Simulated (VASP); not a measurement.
Runs of VASP 6.6.1 on Ag. The structure is that of space group Im-3m (No. 229), or close to it. The cells are those of the table. 

```csv
task,level,cell,k mesh,cutoff (eV),smearing,gap on the mesh (eV),pressure (GPa)
single point,PBE,"a = 2.868 Å, angles 109.5°, 1 atom",4 × 4 × 4,520,fermi-dirac 0.02 eV,none,(a)
relaxation of cell and atoms,RPBE+D4,"relaxed from a = 2.868 Å, angles 109.5°, 1 atom",11 × 11 × 11,600,fermi-dirac 0.05 eV,none,0.0
single point,PBEsol+D3(BJ),"a = 2.868 Å, angles 109.5°, 1 atom",11 × 11 × 11,520,fermi-dirac 0.05 eV,none,-12.0
single point,PBE,"a = 2.868 Å, angles 109.5°, 1 atom",15 × 15 × 15,520,fermi-dirac 0.1 eV,none,-1.0
single point,PBEsol,"a = 2.729 Å, angles 109.5°, 1 atom",11 × 11 × 11,520,fermi-dirac 0.05 eV,none,9.6
```

Alike in all rows: potentials or basis VASP PAW PBE potentials, release 64 (Ag); no spin polarisation.

Problem. Fill in the values left out.

Solution. (a) -2.0.

Caveats: some runs use coarse meshes; the PAW data sets were made with another functional, which shifts forces and pressure a little (some runs); pairwise dispersion overbinds metals, which lowers pressure and volume (some runs); three body term missing (some runs).

A k mesh can miss the band edges, and the runs leave out spin-orbit coupling on Ag.

A gap of «none» marks levels without a gap at the run's occupations.
